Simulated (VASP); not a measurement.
Write the native input for VASP 6.6.1 that does the following.

| Quantity | Value |
| --- | --- |
| Task | single point |
| Functional | PBE |
| Potentials or basis | VASP PAW PBE potentials, release 64 (Ho_3, O), 4f in core |
| Cutoff | 600 eV |
| k mesh | 5 × 5 × 5 |
| Occupations | gaussian, width 0.2 eV |
| Spin | no spin polarisation |
| Dipole correction | no |
| Further INCAR settings | ALGO = Normal; EDIFF = 1e-06; NBANDS = 19 |

The structure of Ho2O lies in POSCAR:

```
Ho2O
1.0
    4.8987378476     -0.0000000031      0.0000000000
   -2.4493689211      4.2424314241      0.0000000000
    0.0000000000      0.0000000000      3.0294876568
Ho O
2 1
Direct
    0.3333333333      0.6666666667      0.5000000000
    0.6666666667      0.3333333333      0.5000000000
    0.0000000000      0.0000000000      0.0000000000
```

The cell was generated, and may not be a known phase.

These files were run (other wordings do the same):

INCAR

```
PREC     = Accurate       # precision mode
ENCUT    = 600            # plane-wave cutoff, eV
EDIFF    = 1E-6           # SCF threshold, eV
ISMEAR   = 0              # smearing method
SIGMA    = 0.2            # smearing width, eV
LREAL    = False          # projectors in reciprocal space
LASPH    = True           # aspherical terms in the spheres
NELM     = 200            # most SCF steps
ALGO     = Normal         # electronic algorithm
ISIF     = 2              # what is computed and relaxed
LWAVE    = False          # write WAVECAR
LCHARG   = False          # write CHGCAR
GGA      = PE             # functional
NBANDS   = 19             # bands
GGA_COMPAT= False        
LMAXMIX  = 6              # l up to which the mixer works
```

KPOINTS

```
regular mesh
0
Gamma
  5 5 5
```

Potentials or basis: VASP PAW PBE potentials, release 64 (Ho_3, O), 4f in core.

Run with:

```bash
$ cat potpaw_PBE.64/Ho_3/POTCAR potpaw_PBE.64/O/POTCAR > POTCAR
$ mpirun -np 1 vasp_std > vasp.out
```

It gave:

The pressure is 0.9 GPa and the band gap on the k mesh is zero (bands 12 and 13 overlap by 1.23 eV).

Caveat: the k points lie up to 0.41 Å⁻¹ apart, too coarse for converged energies and pressures of a metal; spin-orbit coupling is left out, which moves the levels of the heavy elements; the 4f electrons are frozen in the core, so they carry no moment and show no levels; the run has no spin polarisation, though such a crystal can be magnetic.

Wall time 38 s on 1 thread of Intel Xeon 8259CL, on a shared host, peak memory 0.2 GiB.
